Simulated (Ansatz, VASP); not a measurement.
# Al3GaN4 in VASP and in Ansatz

POSCAR

```
Al3GaN4
1.0
    5.0376935905      0.0000000000      0.0000000000
    0.0000000000      3.1254377800      0.0000000000
   -0.0033559659      0.0000000000      5.4111720837
Al Ga N
3 1 4
Direct
    0.5000987300      0.5000000000      0.1672803900
    0.0007635700      0.5000000000      0.8349643100
    0.0008865500      0.0000000000      0.3315828000
    0.4997148900      0.0000000000      0.6661637400
    0.1101354300      0.0000000000      0.6662955400
    0.1225865200      0.5000000000      0.1671738600
    0.6259035500      0.5000000000      0.8412775200
    0.6235097600      0.0000000000      0.3252628400
```

File INCAR.step1:

```
SYSTEM = Al3GaN4
ALGO = Normal
EDIFF = 1E-4
ENCUT = 520
GGA = PE
ISMEAR = 0
LASPH = .True.
LCHARG = .False.
LREAL = .False.
LWAVE = .True.
NBANDS = 31
NELM = 80
PREC = Accurate
SIGMA = 0.1
```

File INCAR.step2:

```
SYSTEM = Al3GaN4
ALGO = Normal
EDIFF = 1E-7
ENCUT = 520
ISIF = 2
ISMEAR = 0
ISTART = 1
LASPH = .True.
LCHARG = .True.
LELF = .True.
LMIXTAU = .True.
LREAL = .False.
LVHAR = .True.
LWAVE = .False.
METAGGA = R2SCAN
NBANDS = 31
NELM = 80
PREC = Accurate
SIGMA = 0.1
```

KPOINTS

```
k-points
0
Gamma
  4 6 4
  0 0 0
```

Input for Ansatz:

```yaml
crystal:
  lattice:
    - [5.0376935905, 0.0, 0.0]
    - [0.0, 3.12543778, 0.0]
    - [-0.0033559659, 0.0, 5.4111720837]
  atoms:
    - { symbol: Al, position: [0.50009873, 0.5, 0.16728039] }
    - { symbol: Al, position: [0.00076357, 0.5, 0.83496431] }
    - { symbol: Al, position: [0.00088655, 0.0, 0.3315828] }
    - { symbol: Ga, position: [0.49971489, 0.0, 0.66616374] }
    - { symbol: "N", position: [0.11013543, 0.0, 0.66629554] }
    - { symbol: "N", position: [0.12258652, 0.5, 0.16717386] }
    - { symbol: "N", position: [0.62590355, 0.5, 0.84127752] }
    - { symbol: "N", position: [0.62350976, 0.0, 0.32526284] }
basis:
  ecutwfc: 500
kpoints:
  mp_grid: { grid: [4, 6, 4] }
hamiltonian:
  xc: r2scan
scf:
  occupations: { method: gaussian, width: 0.1 }
  lower_state_search: "off"
output:
  forces: true
  stress: true
  eigenvalues: true
```

Alike in both runs: task single point; functional r2SCAN; k mesh 4 × 6 × 4; occupations gaussian, width 0.1 eV; no spin polarisation.

```csv
,VASP,Ansatz
version,VASP 6.6.1,Ansatz 0.2.0
potentials or method,"VASP PAW PBE potentials, release 64 (Al, Ga_d, N), cutoff 520 eV","scalar-relativistic, plane waves, PAW"
valence electrons in the cell,42,42
```

```csv
,VASP,Ansatz,Ansatz less VASP
gap on the k mesh at the Fermi level (eV),4.15,4.14,-0.016
least direct gap on the mesh (eV),4.15,4.14,-0.016
pressure (GPa),0.0,0.0,0.00
"traceless stress, the component that is largest in VASP (GPa)",0.07,0.06,-0.011
rms of the force components (eV/Å),0.006,0.030,+0.0239
```

VASP's potentials were made for PBE, not for r2SCAN. Atom by atom the forces differ by 0.028 eV/Å (rms over components).
